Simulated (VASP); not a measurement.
# Ni in VASP: a series of runs, part 2 of 2

VASP 6.6.1. The steps go on from the part before.

## (4) Single point, revPBE, non-collinear spin, typed start, spin-orbit coupling

Input file INCAR:

```
PREC = Accurate
ENCUT = 520
EDIFF = 1E-6
ISMEAR = -1
SIGMA = 0.05
LREAL = F
LASPH = T
NELM = 150
ALGO = Normal
ISIF = 2
LWAVE = F
LCHARG = F
MAGMOM = 0 0 0.686 0 0 0.686
LORBIT = 11
LSORBIT = T
GGA_COMPAT = F
LORBMOM = T
LMAXMIX = 4
GGA = RE
NBANDS = 32
```

Input file KPOINTS:

```
regular mesh
0
Gamma
  12 12 9
```

Input file POSCAR:

```
Ni
1.0
    2.5011651906      0.0000000000      0.0000000000
    0.0000000000      2.5011651906      0.0000000000
    0.0000000000      0.0000000000      3.5355824372
Ni
2
Direct
    0.0000000000      0.0000000000      0.0000000000
    0.5000000000      0.5000000000      0.5000000000
```

Potentials or basis: VASP PAW PBE potentials, release 64 (Ni).

Command:

```
cat potpaw_PBE.64/Ni/POTCAR > POTCAR
mpirun -np 1 vasp_ncl > vasp.out
```

OUTCAR:

```text
PREC = Accurate
   ENCUT = 520
   EDIFF = 1E-6
   ISMEAR = -1
   LREAL = F
   LASPH = T
   NELM = 150
   ISIF = 2
   LORBIT = 11
   LSORBIT = T
   GGA = RE

 ion  position               nearest neighbor table
   1  0.000  0.000  0.000-   2 2.50   2 2.50   2 2.50   2 2.50   2 2.50   2 2.50   2 2.50   2 2.50

   2  0.500  0.500  0.500-   1 2.50   1 2.50   1 2.50   1 2.50   1 2.50   1 2.50   1 2.50   1 2.50

  LATTYP: Found a simple tetragonal cell.
 ALAT       =     2.5011651906
 C/A-ratio  =     1.4135741416

  Lattice vectors:

 A1 = (   2.5011651906,   0.0000000000,   0.0000000000)
 A2 = (   0.0000000000,   2.5011651906,   0.0000000000)
 A3 = (   0.0000000000,   0.0000000000,   3.5355824372)

Analysis of symmetry for initial positions (statically):
=====================================================================
 Subroutine PRICEL returns following result:

  LATTYP: Found a body centered tetragonal cell.
 ALAT       =     2.5011651906
 C/A-ratio  =     1.4135741416
[... 12 lines left out ...]
 Subroutine GETGRP returns: Found 16 space group operations
 (whereof 16 operations were pure point group operations)
 out of a pool of 16 trial point group operations.

The static configuration has the point symmetry D_4h.

Analysis of symmetry for dynamics (positions and initial velocities):
=====================================================================
 Subroutine PRICEL returns following result:

  LATTYP: Found a body centered tetragonal cell.
 ALAT       =     2.5011651906
 C/A-ratio  =     1.4135741416
[... 12 lines left out ...]
 Subroutine GETGRP returns: Found 16 space group operations
 (whereof 16 operations were pure point group operations)
 out of a pool of 16 trial point group operations.

The dynamic configuration has the point symmetry D_4h.

Analysis of structural, dynamic, and magnetic symmetry:
=====================================================================
 Subroutine PRICEL returns following result:

  LATTYP: Found a body centered tetragonal cell.
 ALAT       =     2.5011651906
[... 1059 lines left out ...]
  1        -0.000  -0.000  -0.000
  2        -0.000   0.000   0.000
 ----------------------------------------
           -0.000   0.000   0.000

 orbital moment (z)

 # of ion     p       d       tot
 ----------------------------------------
  1         0.000   0.050   0.051
  2         0.000   0.050   0.051
 ----------------------------------------
            0.001   0.100   0.101

 Spin-Orbit-Coupling matrix elements

 Ion:    1  E_soc:     -0.0184036
 l=   1
     0.0000000    -0.0003949    -0.0003927
    -0.0003949     0.0000000    -0.0003949
    -0.0003927    -0.0003949     0.0000000
 l=   2
     0.0000000    -0.0005409     0.0000000    -0.0005409    -0.0023058
    -0.0005409     0.0000000    -0.0015957    -0.0005093    -0.0004655
     0.0000000    -0.0015957     0.0000000    -0.0015957     0.0000000
    -0.0005409    -0.0005093    -0.0015957     0.0000000    -0.0004655
    -0.0023058    -0.0004655     0.0000000    -0.0004655     0.0000000
 l=   3
     0.0000000     0.0000000     0.0000000     0.0000000     0.0000000     0.0000000     0.0000000
     0.0000000     0.0000000     0.0000000     0.0000000     0.0000000     0.0000000     0.0000000
     0.0000000     0.0000000     0.0000000     0.0000000     0.0000000     0.0000000     0.0000000
     0.0000000     0.0000000     0.0000000     0.0000000     0.0000000     0.0000000     0.0000000
     0.0000000     0.0000000     0.0000000     0.0000000     0.0000000     0.0000000     0.0000000
     0.0000000     0.0000000     0.0000000     0.0000000     0.0000000     0.0000000     0.0000000
     0.0000000     0.0000000     0.0000000     0.0000000     0.0000000     0.0000000     0.0000000

 Ion:    2  E_soc:     -0.0184036
 l=   1
     0.0000000    -0.0003949    -0.0003927
    -0.0003949     0.0000000    -0.0003949
    -0.0003927    -0.0003949     0.0000000
 l=   2
     0.0000000    -0.0005409     0.0000000    -0.0005409    -0.0023058
    -0.0005409     0.0000000    -0.0015957    -0.0005093    -0.0004655
     0.0000000    -0.0015957     0.0000000    -0.0015957     0.0000000
    -0.0005409    -0.0005093    -0.0015957     0.0000000    -0.0004655
    -0.0023058    -0.0004655     0.0000000    -0.0004655     0.0000000
 l=   3
     0.0000000     0.0000000     0.0000000     0.0000000     0.0000000     0.0000000     0.0000000
     0.0000000     0.0000000     0.0000000     0.0000000     0.0000000     0.0000000     0.0000000
     0.0000000     0.0000000     0.0000000     0.0000000     0.0000000     0.0000000     0.0000000
     0.0000000     0.0000000     0.0000000     0.0000000     0.0000000     0.0000000     0.0000000
     0.0000000     0.0000000     0.0000000     0.0000000     0.0000000     0.0000000     0.0000000
     0.0000000     0.0000000     0.0000000     0.0000000     0.0000000     0.0000000     0.0000000
     0.0000000     0.0000000     0.0000000     0.0000000     0.0000000     0.0000000     0.0000000

 total charge

# of ion       s       p       d       tot
------------------------------------------
    1        0.490   0.484   8.302   9.276
    2        0.490   0.484   8.302   9.276
--------------------------------------------------
tot          0.980   0.967  16.604  18.552

 magnetization (x)

# of ion       s       p       d       tot
------------------------------------------
    1        0.000  -0.000  -0.000  -0.000
    2        0.000  -0.000  -0.000  -0.000
--------------------------------------------------
tot          0.000  -0.000  -0.000  -0.000

 magnetization (y)

# of ion       s       p       d       tot
------------------------------------------
    1        0.000   0.000   0.000   0.000
    2        0.000   0.000   0.000   0.000
--------------------------------------------------
tot          0.000   0.000   0.000   0.000

 magnetization (z)

# of ion       s       p       d       tot
------------------------------------------
    1       -0.007  -0.027   0.696   0.662
    2       -0.007  -0.027   0.696   0.662
--------------------------------------------------
tot         -0.014  -0.054   1.391   1.323
```

OSZICAR:

```text
N       E                     dE             d eps       ncg     rms          rms(c)
DAV:   1     0.127533156317E+03    0.12753E+03   -0.87817E+03 12560   0.180E+03
DAV:   2    -0.338289739135E+01   -0.13092E+03   -0.12332E+03 12216   0.322E+02
DAV:   3    -0.119090080644E+02   -0.85261E+01   -0.82232E+01 13568   0.105E+02
[... 19 lines left out ...]
DAV:  23    -0.101563001862E+02    0.25574E-05   -0.95981E-05 12368   0.110E-01    0.370E-03
DAV:  24    -0.101562997553E+02    0.43091E-06   -0.64454E-05 12488   0.823E-02    0.370E-03
DAV:  25    -0.101563029615E+02   -0.32062E-05   -0.30218E-05 12840   0.641E-02    0.529E-03
DAV:  26    -0.101562979229E+02    0.50386E-05   -0.64898E-05 12552   0.828E-02    0.221E-03
DAV:  27    -0.101562974345E+02    0.48838E-06   -0.16208E-05 12448   0.477E-02    0.257E-03
DAV:  28    -0.101562972268E+02    0.20777E-06   -0.78849E-06 12424   0.342E-02
   1 F= -.10156297E+02 E0= -.10141678E+02  d E =-.292392E-01  mag=    -0.0000    -0.0000     1.2944
```

Wall time 12 min (1 thread of Intel Xeon Platinum 8375C at 2.90GHz (Ice Lake), shared host); peak memory 0.31 GiB.

Results:

```
Free energy                                           : -10.1563 eV
Pressure                                              : 1.4 GPa
Net moment                                            : 1.29 μB per cell
Valence electrons inside the program's atomic spheres : Ni 9.28
```

Stress tensor (GPa, compression positive):
```
1.41 0.00 0.00
0.00 1.41 0.00
0.00 0.00 1.25
```

Moments on the atoms (μB; x, y, z):
```
Ni  0.00 0.00 0.66
Ni  0.00 0.00 0.66
```

Caveat: the PAW data sets were made with another functional, which shifts forces and pressure a little.

## (5) Relaxation of cell and atoms, revPBE, collinear spin, ferromagnetic start

This run uses another cell than the first one: it holds 1 atom, not 2.

Input file INCAR:

```
SYSTEM = Ni
PREC = Accurate
ENCUT = 600
EDIFF = 1E-6
ISMEAR = -1
SIGMA = 0.05
LREAL = .False.
LASPH = .True.
NELM = 150
ALGO = Normal
ISIF = 3
LWAVE = .False.
LCHARG = .False.
ISPIN = 2
MAGMOM = 0.8
LORBIT = 11
LMAXMIX = 4
GGA = RE
IBRION = 2
NSW = 80
EDIFFG = -0.01
```

Input file KPOINTS:

```
Automatic mesh
0
Gamma
  15 15 15
  0 0 0
```

Input file POSCAR:

```
Ni
1.0
    0.0000000000      1.7619400000      1.7619400000
    1.7619400000      0.0000000000      1.7619400000
    1.7619400000      1.7619400000      0.0000000000
Ni
1
Direct
    0.0000000000      0.0000000000      0.0000000000
```

Command:

```
cat potpaw_PBE.64/Ni/POTCAR > POTCAR
mpirun -np 1 vasp_std > vasp.out
```

Wall time 83 s (1 thread of AMD EPYC 7R13, shared host); peak memory 0.12 GiB.

It converged, with:

* Free energy: -5.0701 eV
* Relaxed volume: 11.13 Å³/atom
* Relaxed cell: a = 2.506 Å, b = 2.506 Å, c = 2.506 Å, α = 60.00°, β = 60.00°, γ = 60.00°
* Space group after relaxing (to 0.05 Å): Fm-3m (No. 225)
* Energy gained by relaxing: 1.9 meV/atom
* Ionic steps: 3
* Pressure after relaxing: 0.0 GPa
* Net moment: 0.65 μB per cell
* Site moments: Ni +0.66 μB
* Valence electrons inside the program's atomic spheres: Ni 9.27

Step by step:
```
step  energy change (eV)  largest force (eV/Å)  pressure (GPa)  volume (Å³)
   1              0.0000                0.0000            3.34        10.94
   2             -0.0003                0.0000           -2.80        11.30
   3             -0.0019                0.0000            0.05        11.13
```

Final structure:
```
CELL_PARAMETERS angstrom
0.00000 1.77195 1.77195
1.77195 0.00000 1.77195
1.77195 1.77195 0.00000
ATOMIC_POSITIONS crystal
Ni 0.00000 0.00000 0.00000
```

Levels at points of the mesh, in eV from the Fermi level:
Spin up:
```csv
k point,band 3,band 4,band 5,band 6,band 7,band 8
"(0.00, 0.00, 0.00)",-2.41,-2.41,-1.26,-1.26,23.50,27.24
```
Spin down:
```tsv
k point	band 1	band 2	band 3	band 4	band 5	band 6	band 7	band 8	band 9
(0.00, 0.00, 0.00)	-8.90	-1.61	-1.61	-1.61	-0.65	-0.65	23.30	27.20	27.20
```

Caveat: the PAW data sets were made with another functional, which shifts forces and pressure a little. revPBE gives volumes clearly too large for solids.

## (6) Overview

```tsv
task	spin	cell	k mesh	cutoff (eV)	smearing	gap on the mesh (eV)	pressure (GPa)	moment (μB)
single point	collinear, ferromagnetic start	a = 2.501, b = 2.501, c = 3.536 Å, 2 atoms	6 × 6 × 5	520	fermi-dirac 0.1 eV	none	1.1	1.16
single point	collinear, ferromagnetic start	a = 2.506 Å, angles 60.0°, 1 atom	8 × 8 × 8	520	fermi-dirac 0.1 eV	none	0.6	0.69
single point	non-collinear, typed start, SOC	a = 2.501, b = 2.501, c = 3.536 Å, 2 atoms	12 × 12 × 9	520	fermi-dirac 0.05 eV	-	1.4	1.29
relaxation of cell and atoms	collinear, ferromagnetic start	relaxed from a = 2.492 Å, angles 60.0°, 1 atom	15 × 15 × 15	600	fermi-dirac 0.05 eV	none	0.0	0.65
```

Alike in all rows: level revPBE; potentials or basis VASP PAW PBE potentials, release 64 (Ni).

Caveats: some runs use coarse meshes; the PAW data sets were made with another functional, which shifts forces and pressure a little.

Total energies depend on the potentials used, so only differences within one code and one set of settings carry meaning.
